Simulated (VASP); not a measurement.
**Ta2C: single point with LDA**

The system is Ta2C.

```
Ta C
1.0
     3.07584    0.00000    0.00000
    -1.53792    2.66376    0.00000
     0.00000    0.00000    4.89202
Ta C
2 1
Direct
  0.33333 0.66667 0.25317
  0.66667 0.33333 0.74683
  0.00000 0.00000 0.00000
```

```
Program                 : VASP 6.6.1
Task                    : single point
Functional              : LDA
Potentials or basis     : VASP PAW LDA potentials, release 64 (Ta_pv, C)
Cutoff                  : 520 eV
k mesh                  : 15 × 15 × 10
Occupations             : gaussian, width 0.1 eV
Spin                    : no spin polarisation
Dipole correction       : no
k mesh for the DOS      : 23 × 23 × 15
Occupations for the DOS : tetrahedron
Further INCAR settings  : ALGO = Normal; EDIFF = 1e-07
```

```
Valence electrons inside the program's atomic spheres : Ta 9.00; C 2.49
```

Levels at points of the mesh, in eV from the Fermi level:
```tsv
k point	band 11	band 12	band 13	band 14	band 15	band 16
(0.00, 0.00, 0.00)	-2.82	-0.05	0.48	0.48	1.12	1.12
```

Wall time 6.2 min on 1 thread of AMD EPYC 7R43 64-Core Processor (Zen 3), with other jobs on the host, peak memory 0.54 GiB.

Caveat: spin-orbit coupling is left out, which moves the levels of the heavy elements.
